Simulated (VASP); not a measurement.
# BN (P6_3mc) in VASP: a series of runs

The runs below take BN through relaxation of cell and atoms, single point, with LDA, PBEsol, r2SCAN.

Program: VASP 6.6.1. These are calculated values, not measurements. Logs are shortened: lines on timing, memory, paths and dates and some standing lists are left out, and cuts for length are marked.

**1. The cell of the first run**

Symmetry: P6_3mc, No. 186, hexagonal system. The conventional cell has a = 2.554 Å, b = 2.554 Å, c = 4.227 Å, α = 90.00°, β = 90.00°, γ = 120.00°. Within 2.1 Å of N (site symmetry 3m) lie 4 B at 1.57 to 1.58 Å. Within 2.1 Å of B (site symmetry 3m) lie 4 N at 1.57 to 1.58 Å.

**2. Relaxation of cell and atoms, LDA**

The input, INCAR:

```
PREC = Accurate
ENCUT = 600
EDIFF = 1E-6
ISMEAR = -1
SIGMA = 0.05
LREAL = F
LASPH = T
NELM = 80
ALGO = Normal
ISIF = 3
LWAVE = F
LCHARG = F
GGA = CA
IBRION = 2
NSW = 60
EDIFFG = -0.01
```

The input, KPOINTS:

```
Automatic mesh
0
Gamma
  9 9 5
```

The input, POSCAR:

```
BN
1.0
    2.5539396017      0.0000000000      0.0000000000
   -1.2769698009      2.2117765748      0.0000000000
    0.0000000000      0.0000000000      4.2268550000
N B
2 2
Direct
    0.3333333333      0.6666666667      0.1252760000
    0.6666666667      0.3333333333      0.6252760000
    0.3333333333      0.6666666667      0.4997240000
    0.6666666667      0.3333333333      0.9997240000
```

Potentials or basis: VASP PAW LDA potentials, release 64 (N, B).

The run is started by

```sh
$ cat potpaw_LDA.64/N/POTCAR potpaw_LDA.64/B/POTCAR > POTCAR
$ mpirun -np 1 vasp_std > vasp.out
```

OUTCAR:

```text
PREC = Accurate
   ENCUT = 600
   EDIFF = 1E-6
   ISMEAR = -1
   LREAL = F
   LASPH = T
   NELM = 80
   ISIF = 3
   GGA = CA
   IBRION = 2
   NSW = 60
   EDIFFG = -0.01

 ion  position               nearest neighbor table
   1  0.333  0.667  0.125-   4 1.57   4 1.57   4 1.57   3 1.58
   2  0.667  0.333  0.625-   3 1.57   3 1.57   3 1.57   4 1.58
   3  0.333  0.667  0.500-   2 1.57   2 1.57   2 1.57   1 1.58
   4  0.667  0.333  1.000-   1 1.57   1 1.57   1 1.57   2 1.58

  LATTYP: Found a hexagonal cell.
 ALAT       =     2.5539396017
 C/A-ratio  =     1.6550332659

  Lattice vectors:

 A1 = (   2.5539396017,   0.0000000000,   0.0000000000)
 A2 = (  -1.2769698009,   2.2117765748,   0.0000000000)
 A3 = (   0.0000000000,   0.0000000000,   4.2268550000)

Analysis of symmetry for initial positions (statically):
=====================================================================
 Subroutine PRICEL returns:
 Original cell was already a primitive cell.

 Routine SETGRP: Setting up the symmetry group for a
 hexagonal supercell.

 Subroutine GETGRP returns: Found 12 space group operations
 (whereof  6 operations were pure point group operations)
 out of a pool of 24 trial point group operations.

The static configuration has the point symmetry C_3v.
 The point group associated with its full space group is C_6v.

Analysis of symmetry for dynamics (positions and initial velocities):
=====================================================================
 Subroutine PRICEL returns:
 Original cell was already a primitive cell.

 Routine SETGRP: Setting up the symmetry group for a
 hexagonal supercell.

 Subroutine GETGRP returns: Found 12 space group operations
 (whereof  6 operations were pure point group operations)
 out of a pool of 24 trial point group operations.

The dynamic configuration has the point symmetry C_3v.
 The point group associated with its full space group is C_6v.

 Subroutine INISYM returns: Found 12 space group operations
 (whereof  6 operations are pure point group operations),
 and found     1 'primitive' translations

----------------------------------------------------------------------------------------

                                     Primitive cell

  volume of cell :      23.8764

  direct lattice vectors                    reciprocal lattice vectors
     2.553939602  0.000000000  0.000000000     0.391551938  0.226062617  0.000000000
    -1.276969801  2.211776575  0.000000000     0.000000000  0.452125233  0.000000000
     0.000000000  0.000000000  4.226855000     0.000000000  0.000000000  0.236582518

  length of vectors
     2.553939602  2.553939602  4.226855000     0.452125233  0.452125233  0.236582518

  position of ions in fractional coordinates (direct lattice)
     0.333333333  0.666666667  0.125276000
     0.666666667  0.333333333  0.625276000
     0.333333333  0.666666667  0.499724000
     0.666666667  0.333333333  0.999724000

  ion indices of the primitive-cell ions
   primitive index   ion index
                 1           1
                 2           2
                 3           3
                 4           4

----------------------------------------------------------------------------------------

 KPOINTS: Automatic mesh

Automatic generation of k-mesh.
 Grid dimensions read from file:
 generate k-points for:    9    9    5

 Generating k-lattice:

  Cartesian coordinates                     Fractional coordinates (reciprocal lattice)
     0.043505771  0.025118069  0.000000000     0.111111111  0.000000000  0.000000000
     0.000000000  0.050236137  0.000000000     0.000000000  0.111111111  0.000000000
     0.000000000  0.000000000  0.047316504     0.000000000  0.000000000  0.200000000

  Length of vectors
     0.050236137  0.050236137  0.047316504

  Shift w.r.t. Gamma in fractional coordinates (k-lattice)
     0.000000000  0.000000000  0.000000000

 Subroutine IBZKPT returns following result:
 ===========================================

 Found     36 irreducible k-points:

 Following reciprocal coordinates:
            Coordinates               Weight
  0.000000  0.000000  0.000000      1.000000
  0.111111  0.000000  0.000000      6.000000
  0.222222  0.000000  0.000000      6.000000
  0.333333  0.000000  0.000000      6.000000
  0.444444  0.000000  0.000000      6.000000
  0.111111  0.111111  0.000000      6.000000
[... 16 lines left out ...]
  0.333333  0.222222  0.200000     24.000000
  0.333333  0.333333  0.200000      4.000000
 [... further k-points ...]
   k-points           NKPTS =     36   k-points in BZ     NKDIM =     36   number of bands    NBANDS=     12
   number of dos      NEDOS =    301   number of ions     NIONS =      4
   total plane-waves  NPLWV =  14400
   dimension x,y,z NGX =    20 NGY =   20 NGZ =   36
   dimension x,y,z NGXF=    40 NGYF=   40 NGZF=   72
   ions per type =               2   2
   NGX,Y,Z   is equivalent  to a cutoff of  13.02, 13.02, 14.16 a.u.
   NGXF,Y,Z  is equivalent  to a cutoff of  26.04, 26.04, 28.32 a.u.
 SYSTEM =  unknown system
   PREC   = accura    normal or accurate (medium, high low for compatibility)
   ISTART =      0    job   : 0-new  1-cont  2-samecut
   ICHARG =      2    charge: 1-file 2-atom 10-const
   ISPIN  =      1    spin polarized calculation?
   LNONCOLLINEAR =      F non collinear calculations
   LSORBIT =      F    spin-orbit coupling
   LASPH  =      T    aspherical Exc in radial PAW
   ENCUT  =  600.0 eV  44.10 Ry    6.64 a.u.   5.10  5.10  8.44*2*pi/ulx,y,z
   NELM   =     80;   NELMIN=  2; NELMDL= -5     # of ELM steps
   EDIFF  = 0.1E-05   stopping-criterion for ELM
   LREAL  =      F    real-space projection
   EDIFFG = -.1E-01   stopping-criterion for IOM
   NSW    =     60    number of steps for IOM
   IBRION =      2    ionic relax: 0-MD 1-quasi-New 2-CG
   NFREE  =      1    steps in history (QN), initial steepest desc. (CG)
   ISIF   =      3    stress and relaxation
   ISYM   =      2    0-nonsym 1-usesym 2-fastsym
   POTIM  = 0.5000    time-step for ionic-motion
   TEBEG  =    0.0;   TEEND  =   0.0 temperature during run
   PSTRESS=    0.0 pullay stress
   NELECT =      16.0000    total number of electrons
   NUPDOWN=      -1.0000    fix difference up-down
   EMIN   =  10.00;   EMAX   =-10.00  energy-range for DOS
   EFERMI =   0.00;   METHOD = LEGACY
   ISMEAR =    -1;   SIGMA  =   0.05  broadening in eV -4-tet -1-fermi 0-gaus
   EFERMI_NEDOS =   21; number of points for ismear=-14 and -15
   IALGO  =     38    algorithm
   IMIX   =      4    mixing-type and parameters
     AMIX     =   0.40;   BMIX     =  1.00
     AMIX_MAG =   1.60;   BMIX_MAG =  1.00
  volume/ion in A,a.u.               =       5.97        40.28
  Fermi-wavevector in a.u.,A,eV,Ry     =   1.432600  2.707222 27.923836  2.052344
  Thomas-Fermi vector in A             =   2.552210
   LORBIT       =      0    0 simple, 1 ext, 2 COOP (PROOUT), +10 PAW based schemes
   GGA     = CA    functional components
   LHFCALC =     F    Hartree Fock is set to
   AEXX    =    0.0000 exact exchange contribution
   IVDW    =     0    specifies the selected vdW correction
   LEPSILON=     F    determine dielectric tensor
   LRPA    =     F    only Hartree local field effects (RPA)
 conjugate gradient relaxation of ions
 non-spin polarized calculation
  energy-cutoff  :      600.00
  volume of cell :       23.88
 maximum number of plane-waves:       807
   NGX = 11   NGY = 11   NGZ = 17

--------------------------------------- Ionic step        1  -------------------------------------------

 number of electron      16.0000000 magnetization

 Free energy of the ion-electron system (eV)
  ---------------------------------------------------
  ext. energy  EPLUGINS =         0.00000000
  ---------------------------------------------------
  free energy    TOTEN  =       -38.72838583 eV

  energy without entropy =      -38.72838583  energy(sigma->0) =      -38.72838583

------------------------ aborting loop because EDIFF is reached ----------------------------------------

  FORCE on cell =-STRESS in cart. coord.  units (eV):
  Direction    XX          YY          ZZ          XY          YZ          ZX
  --------------------------------------------------------------------------------------
  -------------------------------------------------------------------------------------
  Total       -1.9375674     -1.9375674     -2.0008403      0.0000000      0.0000000      0.0000000
  in kB     -130.0164109   -130.0164109   -134.2622098      0.0000000      0.0000000      0.0000000
  external PRESSURE =    -131.4316772 kB  Pullay stress =       0.0000000 kB

 VOLUME and BASIS-vectors are now :
 -----------------------------------------------------------------------------
  energy-cutoff  :      600.00
  volume of cell :       23.88
      direct lattice vectors                 reciprocal lattice vectors
     2.553939602  0.000000000  0.000000000     0.391551938  0.226062617  0.000000000
    -1.276969801  2.211776575  0.000000000     0.000000000  0.452125233  0.000000000
     0.000000000  0.000000000  4.226855000     0.000000000  0.000000000  0.236582518
[... 153 lines left out ...]
 POSITION                                       TOTAL-FORCE (eV/Angst)
 -----------------------------------------------------------------------------------
     -0.00000      1.45734      0.52400        -0.000000     -0.000000     -0.032850
      1.26209      0.72867      2.61231        -0.000000     -0.000000     -0.032850
     -0.00000      1.45734      2.08639         0.000000      0.000000      0.032850
      1.26209      0.72867      4.17470         0.000000      0.000000      0.032850
 -----------------------------------------------------------------------------------
    total drift:                               -0.000000     -0.000000     -0.001612

  FREE ENERGIE OF THE ION-ELECTRON SYSTEM (eV)
  ---------------------------------------------------
  free  energy   TOTEN  =       -38.7628070084 eV

  energy  without entropy=      -38.7628070083  energy(sigma->0) =      -38.76280701

--------------------------------------- Ionic step        6  -------------------------------------------

 number of electron      16.0000002 magnetization

 Free energy of the ion-electron system (eV)
  ---------------------------------------------------
  ext. energy  EPLUGINS =         0.00000000
  ---------------------------------------------------
  free energy    TOTEN  =       -38.76285073 eV

  energy without entropy =      -38.76285073  energy(sigma->0) =      -38.76285073

 E-fermi :   8.8183     XC(G=0): -13.2159

 val. band max:        7.8681159403   @ k =   0.0000   0.0000   0.0000
 cond. band min:      12.7752050909   @ k =   0.3333   0.3333   0.0000
 fundamental gap:      4.9070891506
 Fermi energy:         8.8183238512

 k-point     1 :       0.0000    0.0000    0.0000
  band No.  band energies     occupation
      1     -12.6703      2.00000
      2      -8.3386      2.00000
      3      -3.3218      2.00000
      4       5.6819      2.00000
      5       5.6819      2.00000
      6       7.5733      2.00000
      7       7.8681      2.00000
      8       7.8681      2.00000
      9      16.2034      0.00000
     10      16.2034      0.00000
     11      16.4905      0.00000
     12      17.7813      0.00000

 k-point     2 :       0.1111    0.0000    0.0000
  band No.  band energies     occupation
      1     -12.3957      2.00000
      2      -8.1266      2.00000
      3      -3.0517      2.00000
      4       4.4988      2.00000
      5       5.1865      2.00000
      6       6.8937      2.00000
      7       7.3007      2.00000
      8       7.5825      2.00000
      9      15.8530      0.00000
     10      16.7350      0.00000
     11      16.8787      0.00000
     12      18.5560      0.00000
[... 316 lines left out ...]
 k-point    24 :       0.3333    0.3333    0.2000
  band No.  band energies     occupation
      1      -7.0861      2.00000
      2      -7.0861      2.00000
      3      -1.4411      2.00000
      4      -0.2101      2.00000
      5      -0.2101      2.00000
      6       1.6518      2.00000
      7       3.3591      2.00000
      8       3.3591      2.00000
      9      13.8537      0.00000
     10      19.5473      0.00000
     11      19.5473      0.00000
     12      21.2337      0.00000

 [... further k-points ...]
[... 5 lines left out ...]
  --------------------------------------------------------------------------------------
  -------------------------------------------------------------------------------------
  Total        0.0224681      0.0224681      0.0341238     -0.0000000      0.0000000      0.0000000
  in kB        1.5618800      1.5618800      2.3721319     -0.0000000      0.0000000      0.0000000
  external PRESSURE =       1.8319639 kB  Pullay stress =       0.0000000 kB

 VOLUME and BASIS-vectors are now :
 -----------------------------------------------------------------------------
  energy-cutoff  :      600.00
  volume of cell :       23.05
      direct lattice vectors                 reciprocal lattice vectors
     2.524310535  0.000000000 -0.000000000     0.396147774  0.228716024 -0.000000000
    -1.262155268  2.186117050  0.000000000    -0.000000000  0.457432048  0.000000000
     0.000000000  0.000000000  4.176507551     0.000000000 -0.000000000  0.239434501

 POSITION                                       TOTAL-FORCE (eV/Angst)
 -----------------------------------------------------------------------------------
     -0.00000      1.45741      0.52331         0.000000      0.000000      0.001241
      1.26216      0.72871      2.61156         0.000000     -0.000000      0.001241
     -0.00000      1.45741      2.08701        -0.000000      0.000000     -0.001241
      1.26216      0.72871      4.17526        -0.000000     -0.000000     -0.001241
 -----------------------------------------------------------------------------------
    total drift:                               -0.000000     -0.000000      0.000908

  FREE ENERGIE OF THE ION-ELECTRON SYSTEM (eV)
  ---------------------------------------------------
  free  energy   TOTEN  =       -38.7628507342 eV

  energy  without entropy=      -38.7628507341  energy(sigma->0) =      -38.76285073

 reached required accuracy - stopping structural energy minimisation
```

Wall time 24 s (1 thread of Intel Xeon Platinum 8259CL at 2.50GHz (Skylake/Cascade Lake), shared host); peak memory 0.13 GiB.

What came out:

* Free energy: -38.7629 eV
* Relaxed volume: 5.76 Å³/atom
* Relaxed cell: a = 2.524 Å, b = 2.524 Å, c = 4.177 Å, α = 90.00°, β = 90.00°, γ = 120.00°
* Space group after relaxing (to 0.05 Å): P6_3mc (No. 186)
* Energy gained by relaxing: 8.6 meV/atom
* Ionic steps: 6
* Pressure after relaxing: 0.2 GPa
* Band gap on the k mesh: 4.91 eV, indirect (least direct gap 8.27 eV)

Step by step:
```tsv
step	energy change (eV)	largest force (eV/Å)	pressure (GPa)	volume (Å³)
1	0.0000	0.0211	-13.14	23.88
2	0.0059	0.0866	15.90	22.22
3	-0.0344	0.0281	-0.11	23.07
4	-0.0344	0.0292	0.17	23.05
5	-0.0344	0.0329	0.21	23.05
6	-0.0345	0.0012	0.18	23.05
```

Final structure:
```cif
data_structure
_symmetry_space_group_name_H-M 'P 1'
_symmetry_Int_Tables_number 1
_cell_length_a 2.5243
_cell_length_b 2.5243
_cell_length_c 4.1765
_cell_angle_alpha 90.000
_cell_angle_beta 90.000
_cell_angle_gamma 120.000
_cell_volume 23.05
loop_
_atom_site_label
_atom_site_type_symbol
_atom_site_fract_x
_atom_site_fract_y
_atom_site_fract_z
_atom_site_occupancy
N1 N 0.33333 0.66667 0.12530 1
N2 N 0.66667 0.33333 0.62530 1
B1 B 0.33333 0.66667 0.49970 1
B2 B 0.66667 0.33333 0.99970 1
```

A k mesh can miss the band edges.

**3. Relaxation of cell and atoms, LDA, target pressure 2 GPa, at which the enthalpy is minimised**

The input, INCAR:

```
SYSTEM = BN
PREC = Accurate ; ENCUT = 600
EDIFF = 1E-6 ; ISMEAR = -1
SIGMA = 0.05 ; LREAL = .FALSE.
LASPH = .TRUE. ; NELM = 100
ALGO = Normal ; ISIF = 3
LWAVE = .FALSE. ; LCHARG = .FALSE.
IBRION = 2 ; NSW = 60
EDIFFG = -0.01 ; PSTRESS = 20.0
```

The input, KPOINTS:

```
Automatic mesh
0
G
  9 9 5
  0 0 0
```

POSCAR is that of step 2.

Potentials or basis: VASP PAW LDA potentials, release 64 (N, B).

The run is started by

```sh
$ cat potpaw_LDA.64/N/POTCAR potpaw_LDA.64/B/POTCAR > POTCAR
$ mpirun -np 1 vasp_std > vasp.out
```

Run time: 24 s. Hardware: 1 thread of Intel Xeon Platinum 8259CL at 2.50GHz (Skylake/Cascade Lake), shared host; peak memory 0.13 GiB.

It converged, with:

| Item | Value |
| --- | --- |
| Free energy | -38.7620 eV |
| Relaxed volume | 5.73 Å³/atom |
| Relaxed cell | a = 2.520 Å, b = 2.520 Å, c = 4.170 Å, α = 90.00°, β = 90.00°, γ = 120.00° |
| Space group after relaxing (to 0.05 Å) | P6_3mc (No. 186) |
| Energy change on relaxing (the enthalpy is what falls) | -8.4 meV/atom |
| Ionic steps | 6 |
| Pressure after relaxing | 2.2 GPa |
| Band gap on the k mesh | 4.90 eV, indirect (least direct gap 8.29 eV) |

Stress tensor (GPa, compression positive):
```
2.16 0.00 0.00
0.00 2.16 0.00
0.00 0.00 2.26
```

The path:
```tsv
step	energy change (eV)	largest force (eV/Å)	pressure (GPa)	volume (Å³)
1	0.0000	0.0211	-13.14	23.88
2	0.0341	0.0969	21.08	21.98
3	-0.0338	0.0318	1.85	22.95
4	-0.0336	0.0329	2.18	22.94
5	-0.0335	0.0380	2.22	22.93
6	-0.0336	0.0012	2.19	22.93
```

Final structure:
```
N B
1.0
     2.52014    0.00000    0.00000
    -1.26007    2.18250    0.00000
     0.00000    0.00000    4.16969
N B
2 2
Direct
  0.33333 0.66667 0.12532
  0.66667 0.33333 0.62532
  0.33333 0.66667 0.49968
  0.66667 0.33333 0.99968
```

Levels at points of the mesh, in eV from the valence-band top:
| k point | band 4 | band 5 | band 6 | band 7 | band 8 | band 9 | band 10 | band 11 | band 12 |
| --- | --- | --- | --- | --- | --- | --- | --- | --- | --- |
| (0.00, 0.00, 0.00) | -2.20 | -2.20 | -0.30 | 0.00 | 0.00 | 8.35 | 8.35 | 8.65 | 9.97 |

Caveat: the cell is relaxed towards a set pressure, so the enthalpy falls and the energy may rise.

**4. Single point, PBEsol (volume scaled by 0.94)**

The input, INCAR:

```
ALGO = Normal
EDIFF = 1E-6
ENCUT = 520
GGA = PS
ISIF = 2
ISMEAR = -1
LASPH = T
LCHARG = F
LREAL = F
LWAVE = F
NBANDS = 16
NELM = 100
PREC = Accurate
SIGMA = 0.05
```

The input, KPOINTS:

```
k-points
0
Gamma
  12 12 6
```

The input, POSCAR:

```
BN
1.0
    2.5018037563      0.0000000000      0.0000000000
   -1.2509018782      2.1666256083      0.0000000000
    0.0000000000      0.0000000000      4.1405684416
N B
2 2
Direct
    0.3333333333      0.6666666667      0.1252760000
    0.6666666667      0.3333333333      0.6252760000
    0.3333333333      0.6666666667      0.4997240000
    0.6666666667      0.3333333333      0.9997240000
```

Potentials or basis: VASP PAW PBE potentials, release 64 (N, B).

The run is started by

```sh
$ cat potpaw_PBE.64/N/POTCAR potpaw_PBE.64/B/POTCAR > POTCAR
$ mpirun -np 1 vasp_std > vasp.out
```

Wall time 13 s (1 thread of Intel Xeon Platinum 8488C (Sapphire Rapids), shared host); peak memory 0.14 GiB.

It converged, with:

```yaml
Free_energy: -36.5575 eV
Pressure: 20.2 GPa
Largest_force: 0.040 eV/Å
Band_gap_on_the_k_mesh: 4.86 eV, indirect (least direct gap 8.44 eV)
```

Forces on the atoms (eV/Å):
```
N    0.000  0.000  0.040
N    0.000  0.000  0.040
B    0.000  0.000 -0.040
B    0.000  0.000 -0.040
```

Stress tensor (GPa, compression positive):
```
20.27  0.00  0.00
 0.00 20.27  0.00
 0.00  0.00 19.94
```

Levels at points of the mesh, in eV from the valence-band top:
| k point | band 5 | band 6 | band 7 | band 8 | band 9 | band 10 | band 11 | band 12 |
| --- | --- | --- | --- | --- | --- | --- | --- | --- |
| (0.00, 0.00, 0.00) | -2.25 | -0.30 | 0.00 | 0.00 | 8.52 | 8.52 | 8.81 | 10.13 |
| (0.50, 0.00, 0.00) | -7.26 | -5.29 | -4.75 | -2.24 | 6.75 | 7.96 | 10.79 | 11.85 |
| (0.00, 0.00, 0.50) | -1.25 | -1.25 | -1.25 | -1.25 | 9.91 | 9.91 | 10.14 | 10.14 |
| (0.50, 0.00, 0.50) | -4.00 | -4.00 | -3.77 | -3.77 | 6.62 | 6.62 | 10.28 | 10.28 |

Caveat: the cell differs from its parent crystal (volume scaled by 0.94); the PAW data sets were made with another functional, which shifts forces and pressure a little. A k mesh can miss the band edges.

[end of part 1 of 2]
